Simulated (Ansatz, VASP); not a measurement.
One calculation of AlN, two programs

File INCAR:

```
SYSTEM = AlN
ALGO = Normal
EDIFF = 1E-6
ENCUT = 600
GGA = PE
GGA_COMPAT = .FALSE.
ISIF = 2
ISMEAR = -1
LASPH = .TRUE.
LCHARG = .FALSE.
LREAL = .FALSE.
LWAVE = .FALSE.
NBANDS = 11
NELM = 120
PREC = Accurate
SIGMA = 0.02
```

KPOINTS

```
k-points
0
G
  10 10 10
  0 0 0
```

Contents of POSCAR:

```
AlN
1.0
    0.0000000000      2.0104319938      2.0104319938
    2.0104319938      0.0000000000      2.0104319938
    2.0104319938      2.0104319938      0.0000000000
Al N
1 1
Direct
    0.0000000000      0.0000000000      0.0000000000
    0.5000000000      0.5000000000      0.5000000000
```

Input for Ansatz:

```yaml
crystal:
  lattice:
    - [0.0, 2.0104319938, 2.0104319938]
    - [2.0104319938, 0.0, 2.0104319938]
    - [2.0104319938, 2.0104319938, 0.0]
  atoms:
    - { symbol: Al, position: [0.0, 0.0, 0.0] }
    - { symbol: "N", position: [0.5, 0.5, 0.5] }
kpoints:
  mp_grid: { grid: [10, 10, 10] }
scf:
  occupations: { method: fermi_dirac, width: 0.02 }
hamiltonian:
  xc: pbe
  pseudopotentials: { kind: all_electron, lapw: { basis_error: 0.001 } }
output:
  forces: true
  stress: true
  eigenvalues: true
```

Change from the starting cell: volume scaled by 1.05.

Alike in both runs: task single point; functional PBE; k mesh 10 × 10 × 10; occupations fermi-dirac, width 0.02 eV; no spin polarisation.

|  | VASP | Ansatz |
| --- | --- | --- |
| version | VASP 6.6.1 | Ansatz 0.2.0 |
| potentials or method | VASP PAW PBE potentials, release 64 (Al, N), cutoff 600 eV | all-electron LAPW, scalar-relativistic |

|  | VASP | Ansatz | Ansatz less VASP |
| --- | --- | --- | --- |
| gap on the k mesh at the Fermi level (eV) | 4.77 | 4.78 | +0.016 |
| pressure (GPa) | 9.5 | 10.0 | +0.47 |

Ansatz ran all-electron here, and VASP with PAW potentials.
